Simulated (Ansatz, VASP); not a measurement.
## AlZn2 in VASP and in Ansatz

```xyz
6
Lattice="0.0000 3.6411 3.6411 3.6411 0.0000 3.6411 3.6411 3.6411 0.0000" Properties=species:S:1:pos:R:3 pbc="T T T"
Al    0.0000    0.0000    0.0000
Al    1.8206    1.8206    1.8206
Zn    4.5514    4.5514    4.5514
Zn    4.5514    2.7309    2.7309
Zn    2.7309    2.7309    4.5514
Zn    2.7309    4.5514    2.7309
```

Alike in both runs: functional PBE; k mesh 4 × 4 × 4; occupations gaussian, width 0.1 eV; no spin polarisation.

Ansatz relaxed the structure, and its values are those at the end. VASP's run is a single point on that final structure, the one shown.

|  | VASP | Ansatz |
| --- | --- | --- |
| version | VASP 6.6.1 | Ansatz 0.2.0 |
| potentials or method | VASP PAW PBE potentials, release 64 (Al, Zn), cutoff 520 eV | scalar-relativistic, plane waves, PAW |
| valence electrons in the cell | 54 | 54 |

|  | VASP | Ansatz | Ansatz less VASP |
| --- | --- | --- | --- |
| gap on the k mesh at the Fermi level (eV) | none | none | - |
| pressure (GPa) | 0.2 | 0.0 | -0.22 |

A gap of «none» marks a metal or a gap that the smearing closes.

The k mesh is coarse, so the values compare programs but aren't converged.
